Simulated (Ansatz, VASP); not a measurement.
**Y: VASP beside Ansatz**

The input POSCAR:

```
Y
1.0
    3.4064735246     -2.2514184081      0.0000000000
    3.4064735246      2.2514184081      0.0000000000
    0.0000000000      0.0000000000      9.1840967804
Y
4
Direct
    0.8500000000      0.1500000000      0.1170000000
    0.6500000000      0.3500000000      0.6170000000
    0.1500000000      0.8500000000      0.8830000000
    0.3500000000      0.6500000000      0.3830000000
```

Contents of INCAR.step1:

```
  PREC = Accurate
  ENCUT = 600
  ISMEAR = 0
  SIGMA = 0.1
  LREAL = F
  LASPH = T
  NELM = 100
  GGA = PE
  ALGO = Normal
  EDIFF = 1E-4
  LWAVE = T
  LCHARG = F
```

File INCAR.step2:

```
  PREC = Accurate
  ENCUT = 600
  EDIFF = 1E-6
  ISMEAR = 0
  SIGMA = 0.1
  LREAL = F
  LASPH = T
  NELM = 100
  ALGO = Normal
  ISIF = 3
  LWAVE = F
  LCHARG = F
  METAGGA = R2SCAN
  LMIXTAU = T
  IBRION = 2
  NSW = 90
  EDIFFG = -0.04
  ISTART = 1
```

Contents of KPOINTS:

```
regular mesh
0
Gamma
  4 4 2
```

Input for Ansatz:

```yaml
crystal:
  lattice:
    - [3.4064735246, -2.2514184081, 0.0]
    - [3.4064735246, 2.2514184081, 0.0]
    - [0.0, 0.0, 9.1840967804]
  atoms:
    - { symbol: "Y", position: [0.85, 0.15, 0.117] }
    - { symbol: "Y", position: [0.65, 0.35, 0.617] }
    - { symbol: "Y", position: [0.15, 0.85, 0.883] }
    - { symbol: "Y", position: [0.35, 0.65, 0.383] }
basis:
  ecutwfc: 500
kpoints:
  mp_grid: { grid: [4, 4, 2] }
hamiltonian:
  xc: r2scan
scf:
  occupations: { method: gaussian, width: 0.1 }
  lower_state_search: "off"
output:
  forces: true
  stress: true
  eigenvalues: true
relax:
  adjacent_minimum: "off"
  f_tol: 0.04
  max_steps: 70
  cell: { stress_tol: 0.4 }
```

Alike in both runs: task relaxation of cell and atoms; functional r2SCAN; k mesh 4 × 4 × 2; occupations gaussian, width 0.1 eV; no spin polarisation.

|  | VASP | Ansatz |
| --- | --- | --- |
| version | VASP 6.6.1 | Ansatz 0.2.0 |
| potentials or method | VASP PAW PBE potentials, release 64 (Y_sv), cutoff 600 eV | scalar-relativistic, plane waves, PAW |
| valence electrons in the cell | 44 | 44 |

VASP gave:

```
gap on the k mesh at the Fermi level, each at its own relaxed structure (eV) : none
relaxed volume (Å³/atom)                                                     : 33.09
relaxed length of the cell vector where the two differ most in proportion (Å)              : 10.778
```

Estimate Ansatz's values.

gap on the k mesh at the Fermi level, each at its own relaxed structure (eV): none; relaxed volume (Å³/atom): 33.15; relaxed length of the cell vector where the two differ most in proportion (Å): 10.746.

VASP's potentials were made for PBE, not for r2SCAN. A gap of «none» marks a metal or a gap that the smearing closes.

The k mesh is coarse, so the values compare programs but aren't converged.
